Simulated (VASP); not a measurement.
Write the native input for VASP 6.6.1 that does the following.

- Task: single point
- Functional: PBEsol
- Potentials or basis: VASP PAW PBE potentials, release 64 (Mo_sv, S)
- Cutoff: 520 eV
- k mesh: 12 × 12 × 4
- Occupations: gaussian, width 0.02 eV
- Spin: no spin polarisation
- Dipole correction: no
- Further INCAR settings: ALGO = Normal; EDIFF = 1e-06; NBANDS = 35

The structure of MoS2 lies in POSCAR:

```
MoS2
1.0
    3.1342374491      0.0000000000      0.0000000000
   -1.5671187246      2.7143292524      0.0000000000
    0.0000000000      0.0000000000     12.2575630182
Mo S
2 4
Direct
    0.3333333333      0.6666666667      0.2500000000
    0.6666666667      0.3333333333      0.7500000000
    0.3333333333      0.6666666667      0.6227352723
    0.6666666667      0.3333333333      0.1227352723
    0.3333333333      0.6666666667      0.8772647277
    0.6666666667      0.3333333333      0.3772647277
```

These files were run (other wordings do the same):

INCAR

```
SYSTEM = MoS2
ALGO = Normal
EDIFF = 1E-6
ENCUT = 520
GGA = PS
ISIF = 2
ISMEAR = 0
LASPH = .TRUE.
LCHARG = .FALSE.
LREAL = .FALSE.
LWAVE = .FALSE.
NBANDS = 35
NELM = 100
PREC = Accurate
SIGMA = 0.02
```

KPOINTS

```
k-points
0
G
  12 12 4
  0 0 0
```

Potentials or basis: VASP PAW PBE potentials, release 64 (Mo_sv, S).

Launch:

```bash
$ cat potpaw_PBE.64/Mo_sv/POTCAR potpaw_PBE.64/S/POTCAR > POTCAR
$ mpirun -np 1 vasp_std > vasp.out
```

Results of the run:

- Pressure: 0.8 GPa
- Band gap on the k mesh: 0.85 eV (least direct gap 1.75 eV)

Caveat: the PAW data sets were made with another functional, which shifts forces and pressure a little; this functional lacks dispersion, which binds layers or chains, so the pressure and a relaxed spacing across them are unreliable.

Wall time 2.2 min on 1 thread of Intel(R) Xeon(R) Platinum 8488C (Sapphire Rapids), on a shared host, peak memory 0.32 GiB.
